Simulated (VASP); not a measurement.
**Be: relaxation of cell and atoms with LDA**

Be:

```
Be
1.0
     2.21422    0.00000    0.00000
    -1.10711    1.91757    0.00000
     0.00000    0.00000    3.50000
Be
2
Direct
  0.33333 0.66667 0.25000
  0.66667 0.33333 0.75000
```

| Item | Value |
| --- | --- |
| Program | VASP 6.6.1 |
| Task | relaxation of cell and atoms |
| Functional | LDA |
| Potentials or basis | VASP PAW LDA potentials, release 64 (Be) |
| Cutoff | 600 eV |
| k mesh | 21 × 21 × 12 |
| Occupations | gaussian, width 0.1 eV |
| Spin | no spin polarisation |
| Dipole correction | no |
| Further INCAR settings | ALGO = Normal; EDIFF = 1e-06; IBRION = 2; EDIFFG = -0.005; NSW = 70; ISIF = 3 |

* Relaxed volume: 7.57 Å³/atom
* Relaxed cell: a = 2.229 Å, b = 2.229 Å, c = 3.520 Å, α = 90.00°, β = 90.00°, γ = 120.00°
* Space group after relaxing (to 0.1 Å): P6_3/mmc (No. 194)
* Energy gained by relaxing: 1.1 meV/atom
* Ionic steps: 5
* Pressure after relaxing: 0.0 GPa
* Band gap on the k mesh: zero (bands 2 and 3 overlap by 2.11 eV)

Step by step:
```tsv
step	energy change (eV)	largest force (eV/Å)	pressure (GPa)	volume (Å³)
1	0.0000	0.0000	2.57	14.86
2	-0.0022	0.0000	0.23	15.12
3	-0.0022	0.0000	0.00	15.15
4	-0.0022	0.0000	0.05	15.14
5	-0.0023	0.0000	0.05	15.14
```

Final structure:
```xyz
2
Lattice="2.2286 0.0000 0.0000 -1.1143 1.9300 0.0000 0.0000 0.0000 3.5200" Properties=species:S:1:pos:R:3 pbc="T T T"
Be    0.0000    1.2867    0.8800
Be    1.1143    0.6433    2.6400
```

Levels at points of the mesh, in eV from the Fermi level:
| k point | band 1 | band 2 | band 3 | band 4 | band 5 |
| --- | --- | --- | --- | --- | --- |
| (0.00, 0.00, 0.00) | -11.47 | -4.66 | 1.29 | 16.31 | 16.31 |
| (0.00, 0.00, 0.50) | -9.32 | -9.32 | 10.90 | 10.90 | 17.97 |

Run time: 32 s on 1 thread of Intel(R) Xeon(R) Platinum 8375C CPU @ 2.90GHz (Ice Lake) (shared host), peak memory 0.14 GiB.
